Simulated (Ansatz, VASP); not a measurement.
Mo in VASP and in Ansatz

```
Mo
1.0
     4.40066    0.00000    0.00000
    -2.20033    3.81108    0.00000
     0.00000    0.00000   19.59310
Mo
5
Direct
  0.83333 0.16667 0.40831
  0.16667 0.83333 0.45415
  0.50000 0.50000 0.50000
  0.83333 0.16667 0.54585
  0.16667 0.83333 0.59169
```

Alike in both runs: task single point; functional LDA; k mesh 9 × 9 × 1; occupations fermi-dirac, width 0.1 eV; no spin polarisation.

```csv
,VASP,Ansatz
version,VASP 6.6.1,Ansatz 0.2.0
potentials or method,"VASP PAW LDA potentials, release 64 (Mo_sv)","PAW with Ansatz's default frozen-core files, scalar-relativistic"
plane-wave cutoff (eV),520,420
valence electrons in the cell,70,70
```

Ansatz gave:

| Property | Result |
| --- | --- |
| rms of the force components (eV/Å) | 1.112 |

What did VASP give for the same quantities?

rms of the force components (eV/Å): 1.088.

LDA's correlation is that of Perdew and Zunger in VASP and of Perdew and Wang (1992) in Ansatz. Atom by atom the forces differ by 0.026 eV/Å (rms over components).
